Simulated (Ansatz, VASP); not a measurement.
## Zr: VASP beside Ansatz

File INCAR:

```
  PREC = Accurate
  ENCUT = 520
  EDIFF = 1E-7
  ISMEAR = -1
  SIGMA = 0.1
  LREAL = False
  LASPH = True
  NELM = 100
  ALGO = Normal
  ISIF = 2
  LWAVE = False
  LCHARG = False
  GGA = CA
  NBANDS = 19
```

The input KPOINTS:

```
regular mesh
0
Gamma
  17 17 9
```

Contents of POSCAR:

```
Zr
1.0
    3.1439658570      0.0000000000      0.0000000000
   -1.5719829285      2.7227543008      0.0000000000
    0.0000000000      0.0000000000      5.0894642375
Zr
2
Direct
    0.3333333333      0.6666666667      0.2500000000
    0.6666666667      0.3333333333      0.7500000000
```

Input for Ansatz:

```yaml
crystal:
  lattice:
    - [3.143965857, 0.0, 0.0]
    - [-1.5719829285, 2.7227543008, 0.0]
    - [0.0, 0.0, 5.0894642375]
  atoms:
    - { symbol: Zr, position: [0.3333333333, 0.6666666667, 0.25] }
    - { symbol: Zr, position: [0.6666666667, 0.3333333333, 0.75] }
hamiltonian:
  xc: lda
  pseudopotentials:
    kind: paw
    azcp:
      Zr: "pseudopotentials/Zr.paw.azcp"
basis:
  ecutwfc: 420
  fft_grid_basis: typed
kpoints:
  mp_grid: { grid: [17, 17, 9], shift: [0, 0, 0] }
magnetization:
  spin_polarized: false
scf:
  occupations: { method: fermi_dirac, width: 0.1 }
  lower_state_search: "off"
output:
  stress: true
  write_density: true
  write_potential: true
  elf: true
  volumetric_format: npy
```

Alike in both runs: task single point; functional LDA; k mesh 17 × 17 × 9; occupations fermi-dirac, width 0.1 eV; no spin polarisation.

|  | VASP | Ansatz |
| --- | --- | --- |
| version | VASP 6.6.1 | Ansatz 0.2.0 |
| potentials or method | VASP PAW LDA potentials, release 64 (Zr_sv), cutoff 520 eV | plane waves (420 eV) with PAW, scalar-relativistic |
| valence electrons in the cell | 24 | 24 |

Ansatz gave:

* pressure (GPa): 0.1
* traceless stress, the component that is largest in VASP (GPa): 0.06

**Question.** Which values does VASP return?

**Answer.** Pressure (GPa): 0.1; traceless stress, the component that is largest in VASP (GPa): 0.09.

Ansatz warns that its potentials were made for another functional, while VASP's fit it. LDA's correlation is that of Perdew and Zunger in VASP and of Perdew and Wang (1992) in Ansatz.
